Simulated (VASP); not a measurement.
Here is a VASP 6.6.1 calculation.

Contents of INCAR:

```
ALGO = Normal ; EDIFF = 1E-7
ENCUT = 520 ; GGA = RP
ISIF = 2 ; ISMEAR = 0
LASPH = True ; LCHARG = False
LREAL = False ; LWAVE = False
NBANDS = 16 ; NELM = 80
PREC = Accurate ; SIGMA = 0.05
```

KPOINTS

```
k-points
0
Gamma
  6 6 6
```

POSCAR

```
InAs
1.0
    0.0000000000      3.0865175286      3.0865175286
    3.0865175286      0.0000000000      3.0865175286
    3.0865175286      3.0865175286      0.0000000000
In As
1 1
Direct
    0.0000000000      0.0000000000      0.0000000000
    0.7500000000      0.7500000000      0.7500000000
```

Potentials or basis: VASP PAW PBE potentials, release 64 (In_d, As).

The run is started by

```bash
$ cat potpaw_PBE.64/In_d/POTCAR potpaw_PBE.64/As/POTCAR > POTCAR
$ mpirun -np 1 vasp_std > vasp.out
```

(1) Predict the pressure.

(2) Estimate the band gap on the k mesh.

Results:

(1) 2.0 GPa.

(2) zero (filled and empty bands touch).

Caveat: the PAW data sets were made with another functional, which shifts forces and pressure a little; spin-orbit coupling is left out, which moves the levels of the heavy elements.
